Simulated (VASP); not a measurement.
Runs of VASP 6.6.1 on Al3GaAs4. The structure is that of space group P-43m (No. 215), or close to it. The cells are those of the table. 

| task | cell | k mesh | cutoff (eV) | smearing | gap on the mesh (eV) | pressure (GPa) | relaxed volume (Å³/atom) |
| --- | --- | --- | --- | --- | --- | --- | --- |
| single point | a = 5.439 Å, 8 atoms | 4 × 4 × 4 | 520 | gaussian 0.1 eV | 1.24 | (a) | - |
| relaxation of cell and atoms | relaxed from a = 5.439 Å, 8 atoms | 4 × 4 × 4 | 600 | gaussian 0.1 eV | 1.03 | 0.2 | 23.53 |
| single point | a = 5.733 Å, 8 atoms | 6 × 6 × 6 | 520 | gaussian 0.02 eV | 1.03 | 0.2 | - |
| single point | a = 5.730 Å, 8 atoms | 4 × 4 × 4 | 520 | gaussian 0.1 eV | 1.03 | 0.3 | - |
| relaxation of cell and atoms | relaxed from a = 5.730 Å, 8 atoms | 6 × 6 × 6 | 600 | gaussian 0.02 eV | 1.02 | 0.0 | (b) |

Alike in all rows: level PBE; potentials or basis VASP PAW PBE potentials, release 64 (Al, Ga_d, As); no spin polarisation.

**Question.** Estimate the missing entries.

**Answer.** (a) 14.9; (b) 23.61.

Caveats: the cell stands under pressure (at least some runs); the volume moved by over 15 % at a fixed basis, so the end points are rough (at least some runs).

A k mesh can miss the band edges, and the runs leave out spin-orbit coupling on As, Ga.
